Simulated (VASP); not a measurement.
# La36HO54 (a cell with a defect) in VASP: single point with PBE

Aim: the single point of La36HO54 (a cell with a defect) with PBE.

All numbers are computed with VASP 6.6.1; they aren't measurements. Logs are shortened: lines on timing, memory, paths and dates and some standing lists are left out, and cuts for length are marked.

### Step 1. The cell of the first run

The cell holds a defect, 91 atoms: a = 11.822 Å, b = 11.822 Å, c = 12.376 Å, α = 90.00°, β = 90.00°, γ = 120.00°.

### Step 2. Single point, PBE

INCAR

```
ALGO = Normal
EDIFF = 1E-7
ENCUT = 520
GGA = PE
ISIF = 2
ISMEAR = -1
LASPH = True
LCHARG = False
LREAL = Auto
LWAVE = False
NBANDS = 412
NELECT = 722.0
NELM = 100
PREC = Accurate
SIGMA = 0.01
```

KPOINTS

```
k-points
0
Gamma
  1 1 1
```

POSCAR

```
La36HO54
1.0
   11.8217180600     -0.0000000900      0.0000000000
   -5.9108589500     10.2379082000      0.0000000000
    0.0000000000      0.0000000000     12.3757188400
La O H
36 54 1
Direct
    0.2251447221      0.1116686141      0.3757960293
    0.1126955958      0.2255429493      0.1245808037
    0.2192228791      0.1120703563      0.8782130671
    0.1127147965      0.2184688480      0.6221570722
    0.2128300715      0.4408093852      0.3812446017
    0.1129759812      0.5541741437      0.1242962142
    0.2221860394      0.4419788624      0.8749340656
    0.1124913951      0.5602100447      0.6251700689
    0.2220142174      0.7780890260      0.3775207776
    0.1126867104      0.8877461912      0.1234551318
    0.2222611511      0.7782710945      0.8769833203
    0.1081301398      0.8885392242      0.6257658323
    0.5545284934      0.1120254282      0.3758095235
    0.4413595696      0.2132066431      0.1195784277
    0.5604500551      0.1122616093      0.8748059923
    0.4419680062      0.2214901712      0.6247385788
    0.5632299129      0.4513890885      0.3757132058
    0.4526123582      0.5631385756      0.1227897967
    0.5527603378      0.4431357423      0.8787033012
    0.4434508530      0.5524356079      0.6198208039
    0.5594148690      0.7787076124      0.3743253269
    0.4423790189      0.8893732843      0.1232816469
    0.5563768176      0.7776639421      0.8735429545
    0.4424230476      0.8872701203      0.6221859190
    0.8881476757      0.1126434285      0.3766490707
    0.7784369084      0.2217054525      0.1224921170
    0.8891142710      0.1078616900      0.8744457708
    0.7788422516      0.2219268844      0.6232588264
    0.8894234564      0.4421134661      0.3766893916
    0.7794929669      0.5583000901      0.1250602910
    0.8878323094      0.4424795565      0.8776407367
    0.7781139638      0.5562964581      0.6259452158
    0.8843513725      0.7731371414      0.3726177897
    0.7739713190      0.8849259920      0.1270594476
    0.8878947781      0.7794663640      0.8789399744
    0.7798897893      0.8873940743      0.6210665497
    0.2210561079      0.1105820640      0.1744167776
    0.1109666458      0.2208982505      0.3255267069
   -0.0038921207      0.0019490309     -0.0048886049
    0.2214298035      0.1071772669      0.6838532056
    0.1081822809      0.2212026095      0.8168106540
    0.0023589563     -0.0039765936      0.5051247593
    0.2325354856      0.4492262414      0.1844401145
    0.1102476220      0.5559926792      0.3217550472
    0.0072954432      0.3353757363      0.0026428364
    0.2238776788      0.4448385287      0.6706736883
    0.1123786055      0.5565468940      0.8233861105
   -0.0026130594      0.3340687309      0.4968659259
    0.2216412927      0.7761113759      0.1765804499
    0.1105551200      0.8887348697      0.3218577483
    0.0000407503      0.6644570226      0.0025143590
    0.2209510020      0.7816961105      0.6818170410
    0.1093408658      0.8878041131      0.8288308043
   -0.0014227856      0.6669086953      0.5022373310
    0.5564499500      0.1100894859      0.1781762359
    0.4485213613      0.2302827877      0.3163490582
    0.3344334617     -0.0026119564      0.0030417627
    0.5571048029      0.1120650848      0.6765172277
    0.4452202368      0.2233438702      0.8288504395
    0.3352037641      0.0057227540      0.4977048267
    0.5511424632      0.4343195859      0.1372189383
    0.4342227624      0.5503426998      0.3710421236
    0.3130747559      0.3277685209     -0.0086626887
    0.5542458520      0.4446445466      0.6784805884
    0.4450178703      0.5541483601      0.8211427660
    0.3262902233      0.3096590600      0.5095431693
    0.5488369412      0.7813609864      0.1805096762
    0.4437337626      0.8898864750      0.3243370387
    0.3375543995      0.6641914439      0.0015831000
    0.5541036969      0.7736714273      0.6697806493
    0.4445685442      0.8876381642      0.8216250815
    0.3178685926      0.6783193298      0.5076173014
    0.8895996338      0.1108725589      0.1779827926
    0.7764221771      0.2213871257      0.3231682177
    0.6679260459     -0.0011038329     -0.0021606826
    0.8882437067      0.1090776610      0.6716815490
    0.7820542313      0.2208284179      0.8187918723
    0.6652486777     -0.0002452591      0.4972926486
    0.8905735108      0.4433277767      0.1753890039
    0.7816653565      0.5486687281      0.3184560874
    0.6778809775      0.3191699903     -0.0069202445
    0.8877701217      0.4440508736      0.6785488672
    0.7741962184      0.5539439267      0.8299448406
    0.6649160173      0.3378520292      0.4978598884
    0.8941133763      0.7807095868      0.1735331925
    0.7816924295      0.8946661653      0.3257006766
    0.6653406724      0.6829321892     -0.0019616638
    0.8898808113      0.7769197501      0.6833295188
    0.7770676432      0.8892760994      0.8171345948
    0.6856726146      0.6667566195      0.5026832849
    0.6378610230      0.6403296386      0.2529339944
```

Potentials or basis: VASP PAW PBE potentials, release 64 (La, O, H).

Launch:

```bash
$ cat potpaw_PBE.64/La/POTCAR potpaw_PBE.64/O/POTCAR potpaw_PBE.64/H/POTCAR > POTCAR
$ mpirun -np 1 vasp_gam > vasp.out
```

OUTCAR:

```text
EDIFF = 1E-7
   ENCUT = 520
   GGA = PE
   ISIF = 2
   ISMEAR = -1
   LASPH = True
   LREAL = Auto
   NELECT = 722.0
   NELM = 100
   PREC = Accurate

 ion  position               nearest neighbor table
   1  0.225  0.112  0.376-  38 2.37  50 2.38  56 2.40  37 2.49  66 2.62  60 2.68  42 2.79
   2  0.113  0.226  0.125-  37 2.37  73 2.38  43 2.41  38 2.49  63 2.63  45 2.67  39 2.79
   3  0.219  0.112  0.878-  53 2.38  41 2.38  59 2.39  40 2.41  63 2.62  39 2.70  57 2.82
   4  0.113  0.218  0.622-  40 2.38  76 2.38  46 2.39  41 2.41  66 2.60  42 2.70
   5  0.213  0.441  0.381-  62 2.27  44 2.35  38 2.36  43 2.44  48 2.63
   6  0.113  0.554  0.124-  49 2.36  79 2.36  43 2.42  44 2.44  45 2.70  51 2.74  69 2.76
   7  0.222  0.442  0.875-  41 2.37  65 2.38  47 2.38  46 2.53  63 2.55  45 2.71  69 2.76
   8  0.112  0.560  0.625-  52 2.37  46 2.39  82 2.39  47 2.45  72 2.56  54 2.72  48 2.81
   9  0.222  0.778  0.378-  68 2.36  50 2.38  44 2.38  49 2.49  72 2.57  54 2.76  60 2.76
  10  0.113  0.888  0.123-  85 2.32  49 2.35  37 2.37  50 2.46  57 2.72  51 2.73
  11  0.222  0.778  0.877-  53 2.35  47 2.36  71 2.38  52 2.42  57 2.73  51 2.76  69 2.81
  12  0.108  0.889  0.626-  88 2.35  40 2.35  52 2.35  53 2.51  42 2.64  54 2.74  60 2.81
  13  0.555  0.112  0.376-  68 2.36  74 2.36  56 2.41  55 2.45  60 2.71  78 2.73  84 2.76
  14  0.441  0.213  0.120-  61 2.27  55 2.35  37 2.36  56 2.44  57 2.64
  15  0.560  0.112  0.875-  77 2.37  59 2.39  71 2.39  58 2.45  81 2.58  75 2.73  57 2.81
  16  0.442  0.221  0.625-  40 2.37  64 2.38  58 2.39  59 2.53  66 2.53  60 2.71  84 2.77
  17  0.563  0.451  0.376-  62 2.34  80 2.35  56 2.38  84 2.67  90 2.71
[... 58 lines left out ...]
  76  0.888  0.109  0.672-  28 2.35  36 2.35   4 2.38  27 2.51
  77  0.782  0.221  0.819-  27 2.36  15 2.37  31 2.38  28 2.42
  78  0.665  1.000  0.497-  25 2.73  21 2.73  13 2.73  24 2.76  28 2.76  36 2.78
  79  0.891  0.443  0.175-  26 2.36   6 2.36  30 2.40  29 2.49
  80  0.782  0.549  0.318-  29 2.31  17 2.35  33 2.40  30 2.40
  81  0.678  0.319  0.993-  15 2.58  26 2.58  31 2.59
  82  0.888  0.444  0.679-  32 2.36  28 2.37   8 2.39  31 2.46
  83  0.774  0.554  0.830-  19 2.35  31 2.38  35 2.39  32 2.52
  84  0.665  0.338  0.498-  17 2.67  32 2.74  29 2.75  13 2.76  16 2.77  28 2.82
  85  0.894  0.781  0.174-  10 2.32  30 2.36  34 2.37  33 2.47
  86  0.782  0.895  0.326-  25 2.32  21 2.35  33 2.37  34 2.46
  87  0.665  0.683  0.998-  23 2.59  34 2.61  18 2.67  35 2.72
  88  0.890  0.777  0.683-  12 2.35  32 2.37  36 2.39  35 2.42
  89  0.777  0.889  0.817-  27 2.35  23 2.36  35 2.38  36 2.43
  90  0.686  0.667  0.503-  32 2.58  33 2.60  36 2.70  17 2.71
  91  0.638  0.640  0.253-

  LATTYP: Found a hexagonal cell.
 ALAT       =    11.8217180600
 C/A-ratio  =     1.0468629667

  Lattice vectors:

 A1 = (  11.8217180600,  -0.0000000900,   0.0000000000)
 A2 = (  -5.9108589500,  10.2379082000,   0.0000000000)
 A3 = (   0.0000000000,   0.0000000000,  12.3757188400)

Analysis of symmetry for initial positions (statically):
=====================================================================
 Subroutine PRICEL returns:
 Original cell was already a primitive cell.

 Routine SETGRP: Setting up the symmetry group for a
 hexagonal supercell.

 Subroutine GETGRP returns: Found  1 space group operations
 (whereof  1 operations were pure point group operations)
 out of a pool of 24 trial point group operations.

The static configuration has the point symmetry C_1 .

Analysis of symmetry for dynamics (positions and initial velocities):
=====================================================================
 Subroutine PRICEL returns:
 Original cell was already a primitive cell.

 Routine SETGRP: Setting up the symmetry group for a
 hexagonal supercell.

 Subroutine GETGRP returns: Found  1 space group operations
[... 240 lines left out ...]
   number of dos      NEDOS =    301   number of ions     NIONS =     91
   total plane-waves  NPLWV = 777600
   dimension x,y,z NGX =    90 NGY =   90 NGZ =   96
   dimension x,y,z NGXF=   180 NGYF=  180 NGZF=  192
   ions per type =              36  54   1
   NGX,Y,Z   is equivalent  to a cutoff of  12.66, 12.66, 12.90 a.u.
   NGXF,Y,Z  is equivalent  to a cutoff of  25.31, 25.31, 25.79 a.u.
 SYSTEM =  unknown system
   PREC   = accura    normal or accurate (medium, high low for compatibility)
   ISTART =      0    job   : 0-new  1-cont  2-samecut
   ICHARG =      2    charge: 1-file 2-atom 10-const
   ISPIN  =      1    spin polarized calculation?
   LNONCOLLINEAR =      F non collinear calculations
   LSORBIT =      F    spin-orbit coupling
   LASPH  =      T    aspherical Exc in radial PAW
   ENCUT  =  520.0 eV  38.22 Ry    6.18 a.u.  21.98 21.98 23.01*2*pi/ulx,y,z
   NELM   =    100;   NELMIN=  2; NELMDL= -5     # of ELM steps
   EDIFF  = 0.1E-06   stopping-criterion for ELM
   LREAL  =      T    real-space projection
   EDIFFG = 0.1E-05   stopping-criterion for IOM
   NSW    =      0    number of steps for IOM
   IBRION =     -1    ionic relax: 0-MD 1-quasi-New 2-CG
   NFREE  =      0    steps in history (QN), initial steepest desc. (CG)
   ISIF   =      2    stress and relaxation
   ISYM   =      2    0-nonsym 1-usesym 2-fastsym
   POTIM  = 0.5000    time-step for ionic-motion
   TEBEG  =    0.0;   TEEND  =   0.0 temperature during run
   PSTRESS=    0.0 pullay stress
   NELECT =     722.0000    total number of electrons
   NUPDOWN=      -1.0000    fix difference up-down
   EMIN   =  10.00;   EMAX   =-10.00  energy-range for DOS
   EFERMI =   0.00;   METHOD = LEGACY
   ISMEAR =    -1;   SIGMA  =   0.01  broadening in eV -4-tet -1-fermi 0-gaus
   EFERMI_NEDOS =   21; number of points for ismear=-14 and -15
   IALGO  =     38    algorithm
   IMIX   =      4    mixing-type and parameters
     AMIX     =   0.40;   BMIX     =  1.00
     AMIX_MAG =   1.60;   BMIX_MAG =  1.00
  volume/ion in A,a.u.               =      16.46       111.08
  Fermi-wavevector in a.u.,A,eV,Ry     =   1.283610  2.425671 22.417708  1.647655
  Thomas-Fermi vector in A             =   2.415853
   LORBIT       =      0    0 simple, 1 ext, 2 COOP (PROOUT), +10 PAW based schemes
   GGA     = PE    functional components
   LHFCALC =     F    Hartree Fock is set to
   AEXX    =    0.0000 exact exchange contribution
   IVDW    =     0    specifies the selected vdW correction
   LEPSILON=     F    determine dielectric tensor
   LRPA    =     F    only Hartree local field effects (RPA)
 non-spin polarized calculation
  energy-cutoff  :      520.00
  volume of cell :     1497.83
 maximum number of plane-waves:     20145
 NGX is ok and might be reduce to    90
   NGX = 43   NGY = 43   NGZ = 47

 number of electron     721.9999936 magnetization

 Free energy of the ion-electron system (eV)
  ---------------------------------------------------
  ext. energy  EPLUGINS =         0.00000000
  ---------------------------------------------------
  free energy    TOTEN  =      -746.96714164 eV

  energy without entropy =     -746.96714164  energy(sigma->0) =     -746.96714164

 E-fermi :   6.7991     XC(G=0): -10.4097

 val. band max:        6.4807989756   @ k =   0.0000   0.0000   0.0000
 cond. band min:       9.6872967838   @ k =   0.0000   0.0000   0.0000
 fundamental gap:      3.2064978082
 Fermi energy:         6.7990860833

 k-point     1 :       0.0000    0.0000    0.0000
  band No.  band energies     occupation
      1     -24.0923      2.00000
      2     -24.0271      2.00000
      3     -24.0180      2.00000
      4     -23.9875      2.00000
      5     -23.9773      2.00000
      6     -23.9350      2.00000
[... 365 lines left out ...]
    372      10.0847      0.00000
    373      10.1637      0.00000
 [bands above 373 left out]

------------------------ aborting loop because EDIFF is reached ----------------------------------------

  FORCE on cell =-STRESS in cart. coord.  units (eV):
  Direction    XX          YY          ZZ          XY          YZ          ZX
  --------------------------------------------------------------------------------------
  -------------------------------------------------------------------------------------
  Total       13.6792487     12.5209140     11.1257624     -1.2864354     -0.0787684     -0.2738894
  in kB       14.6322316     13.3932000     11.9008533     -1.3760566     -0.0842559     -0.2929703
  external PRESSURE =      13.3087616 kB  Pullay stress =       0.0000000 kB

 VOLUME and BASIS-vectors are now :
 -----------------------------------------------------------------------------
  energy-cutoff  :      520.00
  volume of cell :     1497.83
      direct lattice vectors                 reciprocal lattice vectors
    11.821718060 -0.000000090  0.000000000     0.084590074  0.048838101  0.000000000
    -5.910858950 10.237908200  0.000000000     0.000000001  0.097676203  0.000000000
     0.000000000  0.000000000 12.375718840     0.000000000  0.000000000  0.080803387

 POSITION                                       TOTAL-FORCE (eV/Angst)
 -----------------------------------------------------------------------------------
      2.00154      1.14325      4.65075         0.000374     -0.004796     -0.011190
     -0.00090      2.30909      1.54178        -0.009563     -0.003462      0.010973
      1.92916      1.14737     10.86852        -0.002875      0.001628     -0.019373
      0.04114      2.23666      7.69964         0.005949     -0.001735      0.018421
     -0.08954      4.51297      4.71818        -0.007808     -0.006264     -0.028511
     -1.94007      5.67358      1.53825        -0.007143      0.000490      0.006764
[... 83 lines left out ...]
      4.16472      6.82619      6.22107        -0.046459     -0.019289     -0.010542
      3.75572      6.55564      3.13024         0.123949      0.200567      0.003939
 -----------------------------------------------------------------------------------
    total drift:                                0.012378      0.007563     -0.001188

  FREE ENERGIE OF THE ION-ELECTRON SYSTEM (eV)
  ---------------------------------------------------
  free  energy   TOTEN  =      -746.9671416432 eV

  energy  without entropy=     -746.9671416432  energy(sigma->0) =     -746.96714164
```

Run time: 68 min. Hardware: 1 thread of Oxide Virtual Turin-like, shared host; peak memory 1.6 GiB.

What came out:

* Free energy: -746.9671 eV
* Largest force: 0.284 eV/Å

Forces in eV/Å, atoms in the order of the input:
```
La   0.000 -0.005 -0.011
La  -0.010 -0.003  0.011
La  -0.003  0.002 -0.019
La   0.006 -0.002  0.018
La  -0.008 -0.006 -0.029
La  -0.007  0.000  0.007
La   0.008  0.004 -0.002
La   0.009 -0.004  0.015
La   0.002 -0.008 -0.022
La  -0.003  0.005  0.013
La  -0.011  0.011 -0.016
La   0.003 -0.006 -0.003
La   0.004 -0.004 -0.009
La   0.000 -0.002  0.018
La  -0.011 -0.003 -0.016
La   0.000  0.007 -0.002
La  -0.004  0.021 -0.129
La   0.020  0.007  0.089
La  -0.010 -0.009 -0.036
La  -0.005 -0.007  0.016
La   0.011 -0.002 -0.018
La  -0.009 -0.004  0.013
La  -0.004 -0.018 -0.001
La   0.006 -0.010  0.012
La   0.004  0.000 -0.013
La  -0.005 -0.003  0.021
La  -0.004 -0.003  0.003
La   0.009 -0.004  0.019
La   0.002 -0.010 -0.012
La  -0.008  0.002  0.007
La  -0.010  0.007 -0.014
La  -0.012 -0.010 -0.003
La  -0.011 -0.011 -0.027
La  -0.006 -0.012  0.022
La  -0.006 -0.001 -0.018
La   0.001 -0.009  0.020
O   -0.004 -0.004 -0.005
O    0.000 -0.002 -0.005
O    0.009 -0.003 -0.005
O   -0.001  0.010 -0.013
O    0.014  0.006  0.023
O   -0.006  0.005  0.007
O   -0.022 -0.021 -0.023
O    0.006  0.001 -0.001
O   -0.004 -0.008 -0.009
O    0.004  0.007  0.009
O    0.001 -0.012  0.006
O   -0.001 -0.011  0.013
O    0.006 -0.004 -0.006
O   -0.002  0.000  0.005
O    0.002  0.005 -0.023
O   -0.003 -0.007 -0.012
O    0.007 -0.007 -0.008
O    0.004 -0.005  0.008
O   -0.001  0.004 -0.002
O   -0.008 -0.048  0.031
O   -0.008 -0.004 -0.018
O   -0.008 -0.002 -0.006
O    0.001  0.006 -0.015
O   -0.008 -0.009  0.012
O   -0.022 -0.003  0.283
O    0.009 -0.014 -0.215
O    0.064  0.018 -0.011
O    0.003 -0.006  0.030
O   -0.010  0.002 -0.036
O   -0.023  0.053  0.014
O   -0.003  0.016 -0.003
O   -0.004 -0.002  0.013
O    0.011  0.000 -0.020
O   -0.002 -0.006 -0.004
O    0.003 -0.002 -0.004
O    0.043 -0.037  0.005
O   -0.001  0.000 -0.011
O   -0.004  0.002  0.000
O   -0.007  0.004 -0.003
O   -0.011  0.006  0.016
O   -0.007 -0.002  0.025
O    0.005  0.007  0.018
O    0.001 -0.005 -0.014
O    0.019  0.011  0.010
O   -0.065  0.029  0.008
O   -0.003 -0.001  0.004
O    0.000 -0.002 -0.003
O    0.001  0.008  0.016
O    0.007  0.012 -0.008
O    0.007  0.019  0.001
O    0.003 -0.072  0.020
O   -0.009 -0.006 -0.018
O    0.000 -0.017  0.025
O   -0.046 -0.019 -0.011
H    0.124  0.201  0.004
```

Caveat: the k points lie up to 0.61 Å⁻¹ apart; the cell carries a net charge on a neutralising background, which shifts energy and pressure; the cell is charged against a uniform background, so pressure and absolute levels hang on convention; spin-orbit coupling is left out, which moves the levels of the heavy elements.
